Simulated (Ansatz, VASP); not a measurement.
# One calculation of Ga, two programs

The input INCAR:

```
SYSTEM = Ga
PREC = Accurate
ENCUT = 520
EDIFF = 1E-6
ISMEAR = 0
SIGMA = 0.1
LREAL = .FALSE.
LASPH = .TRUE.
NELM = 100
ALGO = Normal
ISIF = 2
LWAVE = .FALSE.
LCHARG = .FALSE.
GGA = PE
NBANDS = 34
```

KPOINTS

```
regular mesh
0
G
  10 10 8
  0 0 0
```

File POSCAR:

```
Ga
1.0
    3.9600303942     -2.3521715621      0.0000000000
    3.9893924592      2.4003415545      0.0000000000
    0.0000000000      0.0000000000      4.7634737353
Ga
4
Direct
    0.9835142413      0.3235947586      0.2478055843
    0.3425669247      0.9784199797      0.7521944157
    0.0164857587      0.6764052414      0.7478055843
    0.6574330753      0.0215800203      0.2521944157
```

Input for Ansatz:

```yaml
crystal:
  lattice:
    - [3.9600303942, -2.3521715621, 0.0]
    - [3.9893924592, 2.4003415545, 0.0]
    - [0.0, 0.0, 4.7634737353]
  atoms:
    - { symbol: Ga, position: [0.9835142413, 0.3235947586, 0.2478055843] }
    - { symbol: Ga, position: [0.3425669247, 0.9784199797, 0.7521944157] }
    - { symbol: Ga, position: [0.0164857587, 0.6764052414, 0.7478055843] }
    - { symbol: Ga, position: [0.6574330753, 0.0215800203, 0.2521944157] }
basis:
  ecutwfc: 420
kpoints:
  mp_grid: { grid: [10, 10, 8] }
hamiltonian:
  xc: pbe
scf:
  occupations: { method: gaussian, width: 0.1 }
output:
  forces: true
  stress: true
  eigenvalues: true
  populations: true
```

Alike in both runs: task single point; functional PBE; k mesh 10 × 10 × 8; occupations gaussian, width 0.1 eV; no spin polarisation.

|  | VASP | Ansatz |
| --- | --- | --- |
| version | VASP 6.6.1 | Ansatz 0.2.0 |
| potentials or method | VASP PAW PBE potentials, release 64 (Ga_d), cutoff 520 eV | scalar-relativistic, plane waves, PAW |
| valence electrons in the cell | 52 | 52 |

Ansatz gave:

| Property | Result |
| --- | --- |
| gap on the k mesh at the Fermi level (eV) | none |
| pressure (GPa) | -2.1 |
| traceless stress, the component that is largest in VASP (GPa) | 1.93 |
| rms of the force components (eV/Å) | 0.303 |

Estimate VASP's values.

gap on the k mesh at the Fermi level (eV): none; pressure (GPa): -1.8; traceless stress, the component that is largest in VASP (GPa): 1.96; rms of the force components (eV/Å): 0.304.

Atom by atom the forces differ by 0.002 eV/Å (rms over components). A gap of «none» marks a metal or a gap that the smearing closes.
